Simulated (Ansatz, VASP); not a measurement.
SrO in VASP and in Ansatz

File INCAR:

```
  ALGO = Normal
  EDIFF = 1E-6
  ENCUT = 600
  GGA = PE
  GGA_COMPAT = False
  ISIF = 2
  ISMEAR = 0
  LASPH = True
  LCHARG = False
  LREAL = False
  LWAVE = False
  NBANDS = 15
  NELM = 120
  PREC = Accurate
  SIGMA = 0.02
```

File KPOINTS:

```
k-points
0
Gamma
  8 8 8
```

The input POSCAR:

```
SrO
1.0
    0.0000000000      2.5703698252      2.5703698252
    2.5703698252      0.0000000000      2.5703698252
    2.5703698252      2.5703698252      0.0000000000
Sr O
1 1
Direct
    0.0000000000      0.0000000000      0.0000000000
    0.5000000000      0.5000000000      0.5000000000
```

Input for Ansatz:

```yaml
crystal:
  lattice:
    - [0.0, 2.5703698269, 2.5703698269]
    - [2.5703698269, 0.0, 2.5703698269]
    - [2.5703698269, 2.5703698269, 0.0]
  atoms:
    - { symbol: Sr, position: [0.0, 0.0, 0.0] }
    - { symbol: O, position: [0.5, 0.5, 0.5] }
basis:
  ecutwfc: 420
kpoints:
  mp_grid: { grid: [8, 8, 8] }
  band_path:
    path:
      - [[0.0, 0.0, 0.0], [0.5, 0.0, 0.5], [0.625, 0.25, 0.625]]
      - [[0.375, 0.375, 0.75], [0.0, 0.0, 0.0], [0.5, 0.5, 0.5], [0.5, 0.25, 0.75], [0.5, 0.0, 0.5]]
    npoints: 10
hamiltonian:
  xc: pbe
  pseudopotentials: { kind: paw, azcp: { folder: soft_1 } }
scf:
  occupations: { method: gaussian, width: 0.02 }
  n_extra_bands: 7
output:
  forces: true
  stress: true
  eigenvalues: true
```

Alike in both runs: task single point; functional PBE; k mesh 8 × 8 × 8; occupations gaussian, width 0.02 eV; no spin polarisation.

```csv
,VASP,Ansatz
version,VASP 6.6.1,Ansatz 0.2.0
potentials or method,"VASP PAW PBE potentials, release 64 (Sr_sv, O), cutoff 600 eV","scalar-relativistic, plane waves, PAW"
valence electrons in the cell,16,16
```

|  | VASP | Ansatz | Ansatz less VASP |
| --- | --- | --- | --- |
| gap on the k mesh at the Fermi level (eV) | 3.27 | 3.31 | +0.048 |
| least direct gap on the mesh (eV) | 3.35 | 3.39 | +0.038 |
| pressure (GPa) | 3.4 | 2.9 | -0.48 |

With one functional, cell and mesh, what is left measures potentials, basis and numerics.
